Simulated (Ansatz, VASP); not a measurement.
# Y2CF2 in VASP and in Ansatz

```
Y C F
1.0
     3.65830    0.00000    0.00000
    -1.82915    3.16818    0.00000
     0.00000    0.00000    6.48011
Y C F
2 1 2
Direct
  0.33333 0.66667 0.20953
  0.66667 0.33333 0.79047
  0.00000 0.00000 0.00000
  0.33333 0.66667 0.61843
  0.66667 0.33333 0.38157
```

Alike in both runs: functional PBE; k mesh 9 × 9 × 4; occupations gaussian, width 0.02 eV; no spin polarisation.

Ansatz relaxed the structure, and its values are those at the end. VASP's run is a single point on that final structure, the one shown.

```csv
,VASP,Ansatz
version,VASP 6.6.1,Ansatz 0.2.0
potentials or method,"VASP PAW PBE potentials, release 64 (Y_sv, C, F), cutoff 600 eV","scalar-relativistic, plane waves, PAW"
valence electrons in the cell,40,40
```

Ansatz gave:

```
gap on the k mesh at the Fermi level (eV) : 1.18
least direct gap on the mesh (eV)         : 1.34
pressure (GPa)                            : 0.0
```

Problem. Estimate VASP's values.

Solution. gap on the k mesh at the Fermi level (eV): 1.18; least direct gap on the mesh (eV): 1.33; pressure (GPa): -0.2.
